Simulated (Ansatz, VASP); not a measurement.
**Ta: VASP beside Ansatz**

```
Ta
1.0
     2.81737    0.00000    0.00000
    -0.93912    2.65624    0.00000
     0.00000    0.00000   25.20150
Ta
5
Direct
  0.00000 0.00000 0.32132
  0.50000 0.50000 0.40888
  0.00000 0.00000 0.50000
  0.50000 0.50000 0.59112
  0.00000 0.00000 0.67868
```

Alike in both runs: functional LDA; k mesh 15 × 15 × 1; occupations fermi-dirac, width 0.08 eV; no spin polarisation.

Ansatz relaxed the structure, and its values are those at the end. VASP's run is a single point on that final structure, the one shown.

|  | VASP | Ansatz |
| --- | --- | --- |
| version | VASP 6.6.1 | Ansatz 0.2.0 |
| potentials or method | VASP PAW LDA potentials, release 64 (Ta_pv), cutoff 520 eV | all-electron LAPW, scalar-relativistic |

|  | VASP | Ansatz | Ansatz less VASP |
| --- | --- | --- | --- |
| rms of the force components (eV/Å) | 0.017 | 0.002 | -0.0150 |

LDA's correlation is that of Perdew and Zunger in VASP and of Perdew and Wang (1992) in Ansatz. Ansatz ran all-electron here, and VASP with PAW potentials.

Spin-orbit coupling is off throughout.
